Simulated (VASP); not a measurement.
# MgH16Cl2O8 in VASP: further runs

The runs below take MgH16Cl2O8 through single point, with PBE+D3(BJ).

Everything below comes from runs of VASP 6.6.1. Logs are shortened: lines on timing, memory, paths and dates and some standing lists are left out, and cuts for length are marked.

## 1. The cell of the first run

The cell holds a disordered packing, 27 atoms: a = 6.953 Å, b = 6.953 Å, c = 6.953 Å, α = 90.00°, β = 90.00°, γ = 90.00°.

## 2. Single point, PBE+D3(BJ)

The input, INCAR:

```
SYSTEM = MgH16Cl2O8
PREC = Accurate ; ENCUT = 520
EDIFF = 1E-6 ; ISMEAR = -1
SIGMA = 0.05 ; LREAL = .False.
LASPH = .True. ; NELM = 120
ALGO = Normal ; ISIF = 2
LWAVE = .False. ; LCHARG = .False.
GGA = PE ; IVDW = 12
NBANDS = 59 ; GGA_COMPAT = .False.
```

The input, KPOINTS:

```
regular mesh
0
Gamma
  1 1 1
  0 0 0
```

The input, POSCAR:

```
MgH16Cl2O8
1.0
    6.9528200000      0.0000000000      0.0000000000
    0.0000000000      6.9528200000      0.0000000000
    0.0000000000      0.0000000000      6.9528200000
O H Mg Cl
8 16 1 2
Direct
    0.7752825472      0.1478536766      0.5875457728
    0.1141695024      0.2277349335      0.4077913710
    0.9513118418      0.5814043798      0.8100166551
    0.1133065432     -0.0181796739      0.8088516602
    0.6810905503      0.7113948010      0.5674244407
    0.2601102862      0.4683998723      0.2047802187
    0.6119962835      0.3860447991      0.3485204564
    0.3256088896      0.8749255698      0.3424222114
    0.6495637741      0.2001346216      0.5861650381
    0.8571917582      0.2120722239      0.4944612402
    0.1722898047      0.0992115429      0.3778179214
    0.1852198101      0.2496684798      0.5270810980
    0.8659220288      0.4719523877      0.7723772512
    1.0743985893      0.5420965881      0.7668974603
    0.1574181411      0.1315293651      0.7888597720
    0.2256494487     -0.0995711093      0.8680218962
    0.5857047932      0.7743189094      0.4778348929
    0.6580207743      0.5768738440      0.5346751390
    0.2420169082      0.4513420454      0.0578326492
    0.1936192797      0.3667576609      0.2845176490
    0.4810422246      0.4049436056      0.2773263223
    0.6851752239      0.4182044120      0.2311292396
    0.3995501106      0.8999801519      0.2236214946
    0.2801740876      0.7317031075      0.3322392928
    0.8495689519      0.8764501310      0.7215345716
    0.3523318596      0.3811115490      0.7206284644
    0.6442853403     -0.1009374613      0.0152743779
```

Potentials or basis: VASP PAW PBE potentials, release 64 (O, H, Mg, Cl).

The run is started by

```bash
cat potpaw_PBE.64/O/POTCAR potpaw_PBE.64/H/POTCAR potpaw_PBE.64/Mg/POTCAR potpaw_PBE.64/Cl/POTCAR > POTCAR
mpirun -np 1 vasp_gam > vasp.out
```

OUTCAR:

```text
SYSTEM = MgH16Cl2O8
   PREC = Accurate
   ENCUT = 520
   EDIFF = 1E-6
   ISMEAR = -1
   LREAL = .False.
   LASPH = .True.
   NELM = 120
   ISIF = 2
   GGA = PE
   IVDW = 12
 IVDW          = 12

 ion  position               nearest neighbor table
   1  0.775  0.148  0.588-   9 0.95  10 0.97  25 2.17
   2  0.114  0.228  0.408-  12 0.98  11 1.00  20 1.41
   3  0.951  0.581  0.810-  14 0.95  13 1.00  25 2.26
   4  0.113  0.982  0.809-  16 1.05  15 1.09  25 2.07
   5  0.681  0.711  0.567-  18 0.98  17 1.01  25 1.96
   6  0.260  0.468  0.205-  20 1.01  19 1.04
   7  0.612  0.386  0.349-  22 0.99  21 1.04
   8  0.326  0.875  0.342-  23 0.99  24 1.05
   9  0.650  0.200  0.586-   1 0.95
  10  0.857  0.212  0.494-   1 0.97
  11  0.172  0.099  0.378-   2 1.00
  12  0.185  0.250  0.527-   2 0.98
  13  0.866  0.472  0.772-   3 1.00
  14  0.074  0.542  0.767-   3 0.95
  15  0.157  0.132  0.789-   4 1.09
  16  0.226  0.900  0.868-   4 1.05
  17  0.586  0.774  0.478-   5 1.01
  18  0.658  0.577  0.535-   5 0.98
  19  0.242  0.451  0.058-   6 1.04
  20  0.194  0.367  0.285-   6 1.01   2 1.41
  21  0.481  0.405  0.277-   7 1.04
  22  0.685  0.418  0.231-   7 0.99
  23  0.400  0.900  0.224-   8 0.99
  24  0.280  0.732  0.332-   8 1.05
  25  0.850  0.876  0.722-   5 1.96   4 2.07   1 2.17   3 2.26  27 2.50
  26  0.352  0.381  0.721-
  27  0.644  0.899  0.015-  25 2.50

  LATTYP: Found a simple cubic cell.
 ALAT       =     6.9528200000

  Lattice vectors:

 A1 = (   6.9528200000,   0.0000000000,   0.0000000000)
 A2 = (   0.0000000000,   6.9528200000,   0.0000000000)
 A3 = (   0.0000000000,   0.0000000000,   6.9528200000)

Analysis of symmetry for initial positions (statically):
=====================================================================
 Subroutine PRICEL returns:
 Original cell was already a primitive cell.

 Routine SETGRP: Setting up the symmetry group for a
 simple cubic supercell.

 Subroutine GETGRP returns: Found  1 space group operations
 (whereof  1 operations were pure point group operations)
 out of a pool of 48 trial point group operations.

The static configuration has the point symmetry C_1 .

Analysis of symmetry for dynamics (positions and initial velocities):
=====================================================================
[... 137 lines left out ...]
   LREAL  =      F    real-space projection
   EDIFFG = 0.1E-04   stopping-criterion for IOM
   NSW    =      0    number of steps for IOM
   IBRION =     -1    ionic relax: 0-MD 1-quasi-New 2-CG
   NFREE  =      0    steps in history (QN), initial steepest desc. (CG)
   ISIF   =      2    stress and relaxation
   ISYM   =      2    0-nonsym 1-usesym 2-fastsym
   POTIM  = 0.5000    time-step for ionic-motion
   TEBEG  =    0.0;   TEEND  =   0.0 temperature during run
   PSTRESS=    0.0 pullay stress
   NELECT =      80.0000    total number of electrons
   NUPDOWN=      -1.0000    fix difference up-down
   EMIN   =  10.00;   EMAX   =-10.00  energy-range for DOS
   EFERMI =   0.00;   METHOD = LEGACY
   ISMEAR =    -1;   SIGMA  =   0.05  broadening in eV -4-tet -1-fermi 0-gaus
   EFERMI_NEDOS =   21; number of points for ismear=-14 and -15
   IALGO  =     38    algorithm
   IMIX   =      4    mixing-type and parameters
     AMIX     =   0.40;   BMIX     =  1.00
     AMIX_MAG =   1.60;   BMIX_MAG =  1.00
  volume/ion in A,a.u.               =      12.45        84.01
  Fermi-wavevector in a.u.,A,eV,Ry     =   1.014559  1.917238 14.004876  1.029329
  Thomas-Fermi vector in A             =   2.147793
   LORBIT       =      0    0 simple, 1 ext, 2 COOP (PROOUT), +10 PAW based schemes
   GGA     = PE    functional components
   LHFCALC =     F    Hartree Fock is set to
   AEXX    =    0.0000 exact exchange contribution
   IVDW    =    12    specifies the selected vdW correction
   LEPSILON=     F    determine dielectric tensor
   LRPA    =     F    only Hartree local field effects (RPA)
 non-spin polarized calculation
  energy-cutoff  :      520.00
  volume of cell :      336.11
 maximum number of plane-waves:      4523
 NGX is ok and might be reduce to    50
   NGX = 25   NGY = 25   NGZ = 25

 number of electron      80.0000003 magnetization

 Free energy of the ion-electron system (eV)
  ---------------------------------------------------
  ext. energy  EPLUGINS =         0.00000000
  ---------------------------------------------------
  free energy    TOTEN  =      -126.85477105 eV

  energy without entropy =     -126.85477105  energy(sigma->0) =     -126.85477105

 E-fermi :  -1.0539     XC(G=0):  -6.8264

 val. band max:       -2.3281413743   @ k =   0.0000   0.0000   0.0000
 cond. band min:       1.2295883025   @ k =   0.0000   0.0000   0.0000
 fundamental gap:      3.5577296769
 Fermi energy:        -1.0539226818

 k-point     1 :       0.0000    0.0000    0.0000
  band No.  band energies     occupation
      1     -22.7417      2.00000
      2     -22.6500      2.00000
      3     -22.3896      2.00000
      4     -22.2584      2.00000
      5     -21.7450      2.00000
      6     -21.2354      2.00000
[... 44 lines left out ...]
     51       6.1976      0.00000
     52       6.4550      0.00000
 [bands above 52 left out]

------------------------ aborting loop because EDIFF is reached ----------------------------------------

 Edisp (eV)   -1.24526

 E8    (eV) :    -0.3127

  FORCE on cell =-STRESS in cart. coord.  units (eV):
  Direction    XX          YY          ZZ          XY          YZ          ZX
  --------------------------------------------------------------------------------------
  -------------------------------------------------------------------------------------
  Total      -2.39215    -8.90041    -2.77286     0.08764     0.68027    -2.16429
  in kB     -11.40293   -42.42653   -13.21767     0.41776     3.24274   -10.31678
  external pressure =      -22.35 kB  Pullay stress =        0.00 kB

 VOLUME and BASIS-vectors are now :
 -----------------------------------------------------------------------------
  energy-cutoff  :      520.00
  volume of cell :      336.11
      direct lattice vectors                 reciprocal lattice vectors
     6.952820000  0.000000000  0.000000000     0.143826534  0.000000000  0.000000000
     0.000000000  6.952820000  0.000000000     0.000000000  0.143826534  0.000000000
     0.000000000  0.000000000  6.952820000     0.000000000  0.000000000  0.143826534

 POSITION                                       TOTAL-FORCE (eV/Angst)
 -----------------------------------------------------------------------------------
      5.39040      1.02800      4.08510         1.602221     -1.711306      1.371991
      0.79380      1.58340      2.83530        -0.580087     -1.919427     -0.032164
      6.61430      4.04240      5.63190        -2.250252      0.077369      0.042985
      0.78780      6.82642      5.62380         1.919647      0.983821      0.303782
      4.73550      4.94620      3.94520        -1.091255      1.175309     -1.296470
      1.80850      3.25670      1.42380         0.633167      1.043812     -2.619726
[... 19 lines left out ...]
      2.44970      2.64980      5.01040        -0.411079     -0.333516      0.527603
      4.47960      6.25102      0.10620         0.070617      0.102013     -0.381900
 -----------------------------------------------------------------------------------
    total drift:                                0.000792      0.001581     -0.000615

  FREE ENERGIE OF THE ION-ELECTRON SYSTEM (eV)
  ---------------------------------------------------
  free  energy   TOTEN  =      -128.1000288500 eV

  energy  without entropy=     -128.1000288500  energy(sigma->0) =     -128.10002885
```

OSZICAR:

```text
N       E                     dE             d eps       ncg     rms          rms(c)
DAV:   1     0.696478617248E+03    0.69648E+03   -0.42120E+04   118   0.124E+03
DAV:   2    -0.613796418942E+02   -0.75786E+03   -0.71593E+03   153   0.290E+02
DAV:   3    -0.137571035877E+03   -0.76191E+02   -0.75687E+02   148   0.103E+02
DAV:   4    -0.138853732687E+03   -0.12827E+01   -0.12811E+01   148   0.150E+01
DAV:   5    -0.138875513923E+03   -0.21781E-01   -0.21776E-01   148   0.188E+00    0.210E+01
DAV:   6    -0.127150835353E+03    0.11725E+02   -0.39584E+01   132   0.242E+01    0.829E+00
DAV:   7    -0.126934628682E+03    0.21621E+00   -0.14238E+00   148   0.474E+00    0.528E+00
DAV:   8    -0.126849357099E+03    0.85272E-01   -0.41428E-01   148   0.319E+00    0.747E-01
DAV:   9    -0.126849239756E+03    0.11734E-03   -0.48274E-02   140   0.100E+00    0.326E-01
DAV:  10    -0.126853815694E+03   -0.45759E-02   -0.92984E-03   140   0.388E-01    0.191E-01
DAV:  11    -0.126854342089E+03   -0.52639E-03   -0.57836E-04   148   0.149E-01    0.110E-01
DAV:  12    -0.126854756328E+03   -0.41424E-03   -0.98354E-04   132   0.182E-01    0.257E-02
DAV:  13    -0.126854768964E+03   -0.12636E-04   -0.16202E-04   148   0.563E-02    0.173E-02
DAV:  14    -0.126854770389E+03   -0.14249E-05   -0.27765E-05   140   0.240E-02    0.811E-03
DAV:  15    -0.126854771049E+03   -0.66033E-06   -0.27366E-06   148   0.113E-02
   1 F= -.12810003E+03 E0= -.12810003E+03  d E =-.263817E-10
```

It took 25 s on 1 thread of Intel Xeon 6975P-C (Granite Rapids), shared host; peak memory 0.39 GiB.

What came out:

```yaml
Free_energy: -128.1000 eV
Pressure: -2.2 GPa
Largest_force: 2.946 eV/Å
Dispersion_energy_per_atom: -0.046 eV
```

Forces in eV/Å, atoms in the order of the input:
```
O    1.602 -1.711  1.372
O   -0.580 -1.919 -0.032
O   -2.250  0.077  0.043
O    1.920  0.984  0.304
O   -1.091  1.175 -1.296
O    0.633  1.044 -2.620
O   -0.887  0.718 -1.967
O   -0.624 -1.859  0.229
H   -1.442  0.694 -0.284
H    0.198  0.024 -0.534
H   -0.323 -0.053 -0.469
H    0.520  0.937  0.898
H    0.524  0.895  0.441
H    2.049 -0.712 -0.533
H   -0.004 -2.884  0.598
H   -1.735  1.929 -1.113
H    0.511 -0.123  0.679
H    0.048 -0.682 -0.336
H    0.276  0.054  2.414
H   -0.313 -0.112 -0.574
H    0.316 -0.037  1.176
H    0.521 -0.176  0.646
H    0.136 -0.257 -0.033
H    0.688  2.042 -0.374
Mg  -0.354  0.183  1.220
Cl  -0.411 -0.334  0.528
Cl   0.071  0.102 -0.382
```

Levels at points of the mesh, in eV from the Fermi level:
```
           k point  band 38  band 39  band 40  band 41  band 42  band 43
(0.00, 0.00, 0.00)    -1.94    -1.37    -1.27     2.28     4.66     5.05
```

Caveat: the k points lie up to 0.90 Å⁻¹ apart, too coarse for converged energies, forces and pressures; the atoms stand as in a frame of molecular dynamics.

## 3. Single point, PBE+D3(BJ)

This run uses another cell than the first one, of 13.12 Å³/atom.

The input, INCAR:

```
SYSTEM = MgH16Cl2O8
  ALGO = Normal
  EDIFF = 1E-6
  ENCUT = 520
  GGA = PE
  GGA_COMPAT = .False.
  ISIF = 2
  ISMEAR = -1
  IVDW = 12
  LASPH = .True.
  LCHARG = .False.
  LREAL = .False.
  LWAVE = .False.
  NBANDS = 59
  NELM = 120
  PREC = Accurate
  SIGMA = 0.05
```

The input, KPOINTS:

```
k-points
0
Gamma
  1 1 1
  0 0 0
```

The input, POSCAR:

```
MgH16Cl2O8
1.0
    7.0760170000      0.0000000000      0.0000000000
    0.0000000000      7.0760170000      0.0000000000
    0.0000000000      0.0000000000      7.0760170000
O H Mg Cl
8 16 1 2
Direct
    0.8217758663      0.0706329564      0.5343542843
    0.1427921951      0.1875490124      0.3638346262
    1.0375469703      0.5934694617      0.7771886359
    0.0753813904     -0.0126766230      0.8790397197
    0.7093397317      0.7005918725      0.4985007809
    0.2146970534      0.5324746959      0.1191630828
    0.5951794632      0.3723563694      0.2563730415
    0.3576305710      0.9003370116      0.2450107172
    0.7314001648      0.1679334575      0.5594955467
    0.9189915739      0.1238408557      0.4454200718
    0.2026281169      0.0668313827      0.3144565650
    0.2304262412      0.2075602701      0.4677066208
    1.0989657034      0.5846650736      0.9085902422
    1.1138752210      0.4893996156      0.7136783306
    0.1615598154      0.0879449555      0.8380703438
    0.0238552282      0.0347229239      1.0067104135
    0.7107388238      0.7773299584      0.3774722418
    0.6671973795      0.5852303634      0.4500837123
    0.2878455493      0.4709853015      0.0126624908
    0.1939791835      0.4337751026      0.2152482110
    0.5804254003      0.4295778261      0.1319810283
    0.6580679498      0.2575742823      0.2144426730
    0.3694592594      0.9332651405      0.1122524154
    0.3449256835      0.7654588733      0.2306947538
    0.8521743235      0.8233021487      0.7159253574
    0.3530658561      0.3258330216      0.7734153267
    0.6743482951     -0.1870826483     -0.0026427297
```

Potentials or basis: VASP PAW PBE potentials, release 64 (O, H, Mg, Cl).

The run is started by

```bash
cat potpaw_PBE.64/O/POTCAR potpaw_PBE.64/H/POTCAR potpaw_PBE.64/Mg/POTCAR potpaw_PBE.64/Cl/POTCAR > POTCAR
mpirun -np 1 vasp_gam > vasp.out
```

It took 27 s on 1 thread of Intel Xeon 6975P-C (Granite Rapids), shared host; peak memory 0.4 GiB.

It converged, with:

```
Free energy                : -128.4231 eV
Pressure                   : -1.3 GPa
Largest force              : 3.186 eV/Å
Dispersion energy per atom : -0.043 eV
```

Forces on the atoms (eV/Å):
```
O    0.582 -0.832 -0.277
O   -0.062 -0.753 -0.506
O    0.611 -0.490  0.311
O   -1.268  0.349  1.945
O    0.862  2.879 -1.059
O    0.406  0.164 -0.261
O    0.308 -0.174 -0.307
O   -0.319  0.838  0.235
H   -0.685  0.571  0.263
H    0.331 -0.049  0.555
H   -0.136  0.209 -0.168
H    0.117  0.612  0.749
H   -1.110  0.448 -0.863
H   -0.548  0.909  0.309
H    0.368  0.475 -0.248
H    0.671 -0.845 -2.062
H   -0.059 -0.379  1.312
H   -0.742 -2.640 -0.479
H   -0.144 -0.124  0.727
H   -0.014 -0.125 -0.371
H   -0.246  0.675 -0.023
H    0.064 -0.426  0.449
H    0.363  0.326 -0.306
H   -0.477 -1.085  0.177
Mg   0.576 -0.093  0.563
Cl   0.271 -0.558 -0.344
Cl   0.279  0.120 -0.319
```

Stress tensor (GPa, compression positive):
```
-0.72  0.15 -0.38
 0.15 -0.15  0.28
-0.38  0.28 -3.08
```

Levels at points of the mesh, in eV from the Fermi level:
| k point | band 36 | band 37 | band 38 | band 39 | band 40 | band 41 | band 42 | band 43 | band 44 | band 45 |
| --- | --- | --- | --- | --- | --- | --- | --- | --- | --- | --- |
| (0.00, 0.00, 0.00) | -1.77 | -1.64 | -1.56 | -1.42 | -1.29 | 2.70 | 5.36 | 5.42 | 5.86 | 6.13 |

Caveat: the k points lie up to 0.89 Å⁻¹ apart, too coarse for converged energies, forces and pressures; the atoms stand as in a frame of molecular dynamics.
